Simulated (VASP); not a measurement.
# Ir (Fm-3m) in VASP: a series of runs

Runs on Ir. Level: LDA. Tasks: single point.

All numbers are computed with VASP 6.6.1; they aren't measurements. Logs are shortened: lines on timing, memory, paths and dates and some standing lists are left out, and cuts for length are marked.

### 1 The cell of the first run

It takes space group Fm-3m (No. 225, cubic). The conventional cell has a = 3.812 Å, b = 3.812 Å, c = 3.812 Å, α = 90.00°, β = 90.00°, γ = 90.00°. Ir (site symmetry m-3m) has 12 Ir at 2.70 Å within 3.6 Å.

### 2 Single point, LDA

Contents of INCAR:

```
PREC = Accurate
ENCUT = 560
EDIFF = 1E-6
ISMEAR = 0
SIGMA = 0.2
LREAL = False
LASPH = True
NELM = 120
ALGO = Normal
ISIF = 2
LWAVE = False
LCHARG = False
GGA = CA
NBANDS = 14
GGA_COMPAT = False
```

Contents of KPOINTS:

```
Automatic mesh
0
Gamma
  14 14 14
```

Contents of POSCAR:

```
Ir
1.0
    0.0000000000      1.9060927672      1.9060927672
    1.9060927672      0.0000000000      1.9060927672
    1.9060927672      1.9060927672      0.0000000000
Ir
1
Direct
    0.0000000000      0.0000000000      0.0000000000
```

Potentials or basis: VASP PAW LDA potentials, release 64 (Ir_sv_GW).

Run with:

```console
cat potpaw_LDA.64/Ir_sv_GW/POTCAR > POTCAR
mpirun -np 1 vasp_std > vasp.out
```

OUTCAR:

```text
PREC = Accurate
   ENCUT = 560
   EDIFF = 1E-6
   ISMEAR = 0
   LREAL = False
   LASPH = True
   NELM = 120
   ISIF = 2
   GGA = CA

 ion  position               nearest neighbor table
   1  0.000  0.000  0.000-

  LATTYP: Found a face centered cubic cell.
 ALAT       =     3.8121855344

  Lattice vectors:

 A1 = (   0.0000000000,   1.9060927672,   1.9060927672)
 A2 = (   1.9060927672,   0.0000000000,   1.9060927672)
 A3 = (   1.9060927672,   1.9060927672,   0.0000000000)

Analysis of symmetry for initial positions (statically):
=====================================================================
 Subroutine PRICEL returns:
 Original cell was already a primitive cell.

 Routine SETGRP: Setting up the symmetry group for a
 face centered cubic supercell.

 Subroutine GETGRP returns: Found 48 space group operations
 (whereof 48 operations were pure point group operations)
 out of a pool of 48 trial point group operations.

The static configuration has the point symmetry O_h .

Analysis of symmetry for dynamics (positions and initial velocities):
=====================================================================
 Subroutine PRICEL returns:
 Original cell was already a primitive cell.

 Routine SETGRP: Setting up the symmetry group for a
 face centered cubic supercell.

 Subroutine GETGRP returns: Found 48 space group operations
 (whereof 48 operations were pure point group operations)
 out of a pool of 48 trial point group operations.

The dynamic configuration has the point symmetry O_h .

 Subroutine INISYM returns: Found 48 space group operations
 (whereof 48 operations are pure point group operations),
 and found     1 'primitive' translations

----------------------------------------------------------------------------------------

                                     Primitive cell

  volume of cell :      13.8504

  direct lattice vectors                    reciprocal lattice vectors
     0.000000000  1.906092767  1.906092767    -0.262316719  0.262316719  0.262316719
     1.906092767  0.000000000  1.906092767     0.262316719 -0.262316719  0.262316719
     1.906092767  1.906092767  0.000000000     0.262316719  0.262316719 -0.262316719

  length of vectors
     2.695622243  2.695622243  2.695622243     0.454345884  0.454345884  0.454345884

  position of ions in fractional coordinates (direct lattice)
     0.000000000  0.000000000  0.000000000

  ion indices of the primitive-cell ions
   primitive index   ion index
                 1           1

----------------------------------------------------------------------------------------

 KPOINTS: Automatic mesh

Automatic generation of k-mesh.
 Grid dimensions read from file:
 generate k-points for:   14   14   14

 Generating k-lattice:

  Cartesian coordinates                     Fractional coordinates (reciprocal lattice)
    -0.018736908  0.018736908  0.018736908     0.071428571  0.000000000  0.000000000
     0.018736908 -0.018736908  0.018736908     0.000000000  0.071428571  0.000000000
     0.018736908  0.018736908 -0.018736908     0.000000000  0.000000000  0.071428571

  Length of vectors
     0.032453277  0.032453277  0.032453277

  Shift w.r.t. Gamma in fractional coordinates (k-lattice)
     0.000000000  0.000000000  0.000000000

 Subroutine IBZKPT returns following result:
 ===========================================

 Found    104 irreducible k-points:

 Following reciprocal coordinates:
            Coordinates               Weight
  0.000000  0.000000  0.000000      1.000000
  0.071429  0.000000  0.000000      8.000000
  0.142857  0.000000  0.000000      8.000000
  0.214286  0.000000  0.000000      8.000000
  0.285714  0.000000  0.000000      8.000000
  0.357143  0.000000  0.000000      8.000000
[... 16 lines left out ...]
  0.214286  0.142857  0.000000     24.000000
  0.285714  0.142857  0.000000     24.000000
 [... further k-points ...]
   k-points           NKPTS =    104   k-points in BZ     NKDIM =    104   number of bands    NBANDS=     14
   number of dos      NEDOS =    301   number of ions     NIONS =      1
   total plane-waves  NPLWV =  13824
   dimension x,y,z NGX =    24 NGY =   24 NGZ =   24
   dimension x,y,z NGXF=    48 NGYF=   48 NGZF=   48
   ions per type =               1
   NGX,Y,Z   is equivalent  to a cutoff of  14.80, 14.80, 14.80 a.u.
   NGXF,Y,Z  is equivalent  to a cutoff of  29.60, 29.60, 29.60 a.u.
 SYSTEM =  unknown system
   PREC   = accura    normal or accurate (medium, high low for compatibility)
   ISTART =      0    job   : 0-new  1-cont  2-samecut
   ICHARG =      2    charge: 1-file 2-atom 10-const
   ISPIN  =      1    spin polarized calculation?
   LNONCOLLINEAR =      F non collinear calculations
   LSORBIT =      F    spin-orbit coupling
   LASPH  =      T    aspherical Exc in radial PAW
   ENCUT  =  560.0 eV  41.16 Ry    6.42 a.u.   5.20  5.20  5.20*2*pi/ulx,y,z
   NELM   =    120;   NELMIN=  2; NELMDL= -5     # of ELM steps
   EDIFF  = 0.1E-05   stopping-criterion for ELM
   LREAL  =      F    real-space projection
   EDIFFG = 0.1E-04   stopping-criterion for IOM
   NSW    =      0    number of steps for IOM
   IBRION =     -1    ionic relax: 0-MD 1-quasi-New 2-CG
   NFREE  =      0    steps in history (QN), initial steepest desc. (CG)
   ISIF   =      2    stress and relaxation
   ISYM   =      2    0-nonsym 1-usesym 2-fastsym
   POTIM  = 0.5000    time-step for ionic-motion
   TEBEG  =    0.0;   TEEND  =   0.0 temperature during run
   PSTRESS=    0.0 pullay stress
   NELECT =      17.0000    total number of electrons
   NUPDOWN=      -1.0000    fix difference up-down
   EMIN   =  10.00;   EMAX   =-10.00  energy-range for DOS
   EFERMI =   0.00;   METHOD = LEGACY
   ISMEAR =     0;   SIGMA  =   0.20  broadening in eV -4-tet -1-fermi 0-gaus
   EFERMI_NEDOS =   21; number of points for ismear=-14 and -15
   IALGO  =     38    algorithm
   IMIX   =      4    mixing-type and parameters
     AMIX     =   0.40;   BMIX     =  1.00
     AMIX_MAG =   1.60;   BMIX_MAG =  1.00
  volume/ion in A,a.u.               =      13.85        93.47
  Fermi-wavevector in a.u.,A,eV,Ry     =   1.752819  3.312348 41.802199  3.072375
  Thomas-Fermi vector in A             =   2.823075
   LORBIT       =      0    0 simple, 1 ext, 2 COOP (PROOUT), +10 PAW based schemes
   GGA     = CA    functional components
   LHFCALC =     F    Hartree Fock is set to
   AEXX    =    0.0000 exact exchange contribution
   IVDW    =     0    specifies the selected vdW correction
   LEPSILON=     F    determine dielectric tensor
   LRPA    =     F    only Hartree local field effects (RPA)
 non-spin polarized calculation
 Gauss-broadening in eV      SIGMA  =   0.20
  energy-cutoff  :      560.00
  volume of cell :       13.85
 maximum number of plane-waves:       444
 NGX is ok and might be reduce to    24
   NGX = 11   NGY = 11   NGZ = 11

 number of electron      17.0000000 magnetization

 Free energy of the ion-electron system (eV)
  ---------------------------------------------------
  ext. energy  EPLUGINS =         0.00000000
  ---------------------------------------------------
  free energy    TOTEN  =       -10.90785788 eV

  energy without entropy =      -10.88529415  energy(sigma->0) =      -10.89657601

 E-fermi :  12.9842     XC(G=0): -14.9202

 val. band max:       12.9709596915   @ k =  -0.2143   0.3571   0.1429
 cond. band min:      12.9847595484   @ k =  -0.4286   0.4286   0.0714
 fundamental gap:      0.0137998569
 Fermi energy:        12.9842090082

 k-point     1 :       0.0000    0.0000    0.0000
  band No.  band energies     occupation
      1     -79.5294      2.00000
      2     -36.1702      2.00000
      3     -36.1702      2.00000
      4     -36.1702      2.00000
      5       1.7624      2.00000
      6       9.0400      2.00000
      7       9.0400      2.00000
      8       9.0400      2.00000
      9      11.8526      2.00000
     10      11.8526      2.00000
     11      26.6599      0.00000
     12      32.2512      0.00000
     13      32.2512      0.00000
     14      32.2512      0.00000

 k-point     2 :       0.0714    0.0000    0.0000
  band No.  band energies     occupation
      1     -79.5258      2.00000
      2     -36.2146      2.00000
      3     -36.1763      2.00000
      4     -36.1763      2.00000
      5       1.9956      2.00000
      6       8.9156      2.00000
      7       9.1399      2.00000
      8       9.1399      2.00000
      9      11.7864      2.00000
     10      11.7864      2.00000
     11      27.0674      0.00000
     12      31.2677      0.00000
     13      32.6462      0.00000
     14      32.6462      0.00000

 k-point     3 :       0.1429    0.0000    0.0000
  band No.  band energies     occupation
      1     -79.5156      2.00000
      2     -36.3382      2.00000
      3     -36.1933      2.00000
      4     -36.1933      2.00000
      5       2.6508      2.00000
      6       8.6346      2.00000
      7       9.3729      2.00000
      8       9.3729      2.00000
      9      11.6805      2.00000
     10      11.6805      2.00000
     11      28.0915      0.00000
     12      29.5110      0.00000
     13      33.7804      0.00000
     14      33.7804      0.00000

 k-point     4 :       0.2143    0.0000    0.0000
  band No.  band energies     occupation
      1     -79.5003      2.00000
      2     -36.5137      2.00000
      3     -36.2172      2.00000
      4     -36.2172      2.00000
      5       3.5614      2.00000
      6       8.4577      2.00000
      7       9.5229      2.00000
      8       9.5229      2.00000
      9      11.8016      2.00000
     10      11.8016      2.00000
     11      27.4975      0.00000
     12      29.4108      0.00000
     13      35.5108      0.00000
     14      35.5108      0.00000

 k-point     5 :       0.2857    0.0000    0.0000
  band No.  band energies     occupation
      1     -79.4846      2.00000
      2     -36.7060      2.00000
      3     -36.2449      2.00000
      4     -36.2449      2.00000
      5       4.3626      2.00000
      6       8.8046      2.00000
      7       9.4209      2.00000
      8       9.4209      2.00000
      9      12.3372      2.00000
     10      12.3372      2.00000
     11      25.7140      0.00000
[... 276 lines left out ...]
 k-point    22 :       0.1429    0.1429    0.0000
  band No.  band energies     occupation
      1     -79.5110      2.00000
      2     -36.3327      2.00000
      3     -36.2313      2.00000
      4     -36.2313      2.00000
      5       2.9569      2.00000
      6       8.1798      2.00000
      7       9.7378      2.00000
      8       9.7378      2.00000
      9      10.8595      2.00000
     10      12.2098      2.00000
     11      28.7372      0.00000
     12      30.8315      0.00000
     13      32.6903      0.00000
     14      32.6903      0.00000

 k-point    23 :       0.2143    0.1429    0.0000
  band No.  band energies     occupation
      1     -79.4998      2.00000
      2     -36.4473      2.00000
      3     -36.2614      2.00000
      4     -36.2541      2.00000
      5       3.6754      2.00000
      6       7.8277      2.00000
      7       9.8697      2.00000
      8      10.0651      2.00000
      9      10.7745      2.00000
     10      12.4128      1.99995
     11      29.6609      0.00000
     12      29.9220      0.00000
     13      32.9000      0.00000
     14      33.4550      0.00000

 k-point    24 :       0.2857    0.1429    0.0000
  band No.  band energies     occupation
      1     -79.4856      2.00000
      2     -36.6045      2.00000
      3     -36.2918      2.00000
      4     -36.2821      2.00000
      5       4.5635      2.00000
      6       7.6535      2.00000
      7       9.4255      2.00000
      8      10.1950      2.00000
      9      11.5912      2.00000
     10      12.8263      1.73573
     11      27.8830      0.00000
     12      30.5830      0.00000
     13      33.0304      0.00000
     14      33.7641      0.00000

 [... further k-points ...]

------------------------ aborting loop because EDIFF is reached ----------------------------------------

  FORCE on cell =-STRESS in cart. coord.  units (eV):
  Direction    XX          YY          ZZ          XY          YZ          ZX
  --------------------------------------------------------------------------------------
  -------------------------------------------------------------------------------------
  Total       -0.0353018     -0.0353018     -0.0353018      0.0000000      0.0000000      0.0000000
  in kB       -4.0836144     -4.0836144     -4.0836144      0.0000000      0.0000000      0.0000000
  external PRESSURE =      -4.0836144 kB  Pullay stress =       0.0000000 kB

 VOLUME and BASIS-vectors are now :
 -----------------------------------------------------------------------------
  energy-cutoff  :      560.00
  volume of cell :       13.85
      direct lattice vectors                 reciprocal lattice vectors
     0.000000000  1.906092767  1.906092767    -0.262316719  0.262316719  0.262316719
     1.906092767  0.000000000  1.906092767     0.262316719 -0.262316719  0.262316719
     1.906092767  1.906092767  0.000000000     0.262316719  0.262316719 -0.262316719

 POSITION                                       TOTAL-FORCE (eV/Angst)
 -----------------------------------------------------------------------------------
      0.00000      0.00000      0.00000         0.000000      0.000000      0.000000
 -----------------------------------------------------------------------------------
    total drift:                               -0.000000     -0.000000     -0.000000

  FREE ENERGIE OF THE ION-ELECTRON SYSTEM (eV)
  ---------------------------------------------------
  free  energy   TOTEN  =       -10.9078578775 eV

  energy  without entropy=      -10.8852941512  energy(sigma->0) =      -10.89657601
```

It took 12 s on 1 thread of Intel Xeon Platinum 8559C (Emerald Rapids), shared host; peak memory 0.15 GiB.

Results:

* Free energy: -10.9079 eV
* Pressure: -0.4 GPa
* Band gap on the k mesh: zero (an odd number of electrons rules out a gap without spin polarisation)

Levels at points of the mesh, in eV from the Fermi level:
```tsv
k point	band 5	band 6	band 7	band 8	band 9	band 10	band 11	band 12
(0.00, 0.00, 0.00)	-11.22	-3.94	-3.94	-3.94	-1.13	-1.13	13.68	19.27
(0.50, 0.00, 0.00)	-8.24	-4.04	-4.04	-0.66	1.04	1.04	7.60	13.34
(0.50, 0.50, 0.00)	-8.07	-7.50	1.02	1.63	1.63	1.83	10.94	11.68
```

Caveat: spin-orbit coupling is left out, which moves the levels of the heavy elements.

### 3 Single point, LDA

Edit INCAR of step 2 so:

```diff
@@ -3,4 +3,4 @@
 EDIFF = 1E-6
-ISMEAR = 0
-SIGMA = 0.2
+ISMEAR = -1
+SIGMA = 0.1
 LREAL = False
```

Contents of KPOINTS:

```
regular mesh
0
Gamma
  14 14 14
```

POSCAR is that of step 2.

Potentials or basis: VASP PAW LDA potentials, release 64 (Ir_sv_GW).

Run with:

```console
cat potpaw_LDA.64/Ir_sv_GW/POTCAR > POTCAR
mpirun -np 1 vasp_std > vasp.out
```

OUTCAR:

```text
PREC = Accurate
   ENCUT = 560
   EDIFF = 1E-6
   ISMEAR = -1
   LREAL = False
   LASPH = True
   NELM = 120
   ISIF = 2
   GGA = CA

 ion  position               nearest neighbor table
   1  0.000  0.000  0.000-

  LATTYP: Found a face centered cubic cell.
 ALAT       =     3.8121855344

  Lattice vectors:

 A1 = (   0.0000000000,   1.9060927672,   1.9060927672)
 A2 = (   1.9060927672,   0.0000000000,   1.9060927672)
[... 585 lines left out ...]
     12      30.5832      0.00000
     13      33.0304      0.00000
     14      33.7641      0.00000

 [... further k-points ...]

------------------------ aborting loop because EDIFF is reached ----------------------------------------

  FORCE on cell =-STRESS in cart. coord.  units (eV):
  Direction    XX          YY          ZZ          XY          YZ          ZX
  --------------------------------------------------------------------------------------
  -------------------------------------------------------------------------------------
  Total       -0.0273689     -0.0273689     -0.0273689      0.0000000      0.0000000      0.0000000
  in kB       -3.1659680     -3.1659680     -3.1659680      0.0000000      0.0000000      0.0000000
  external PRESSURE =      -3.1659680 kB  Pullay stress =       0.0000000 kB

 VOLUME and BASIS-vectors are now :
 -----------------------------------------------------------------------------
  energy-cutoff  :      560.00
  volume of cell :       13.85
      direct lattice vectors                 reciprocal lattice vectors
     0.000000000  1.906092767  1.906092767    -0.262316719  0.262316719  0.262316719
     1.906092767  0.000000000  1.906092767     0.262316719 -0.262316719  0.262316719
     1.906092767  1.906092767  0.000000000     0.262316719  0.262316719 -0.262316719

 POSITION                                       TOTAL-FORCE (eV/Angst)
 -----------------------------------------------------------------------------------
      0.00000      0.00000      0.00000         0.000000      0.000000      0.000000
 -----------------------------------------------------------------------------------
    total drift:                               -0.000000     -0.000000     -0.000000

  FREE ENERGIE OF THE ION-ELECTRON SYSTEM (eV)
  ---------------------------------------------------
  free  energy   TOTEN  =       -10.9144272053 eV

  energy  without entropy=      -10.8806228357  energy(sigma->0) =      -10.89752502
```

Wall time 19 s (1 thread of AMD EPYC 7R13 (Zen 3), shared host); peak memory 0.12 GiB.

Results:

```
Free energy            : -10.9144 eV
Pressure               : -0.3 GPa
Band gap on the k mesh : zero (an odd number of electrons rules out a gap without spin polarisation)
```

Caveat: spin-orbit coupling is left out, which moves the levels of the heavy elements.

The gap in the log of VASP goes by the Fermi energy; the results here count the filled bands.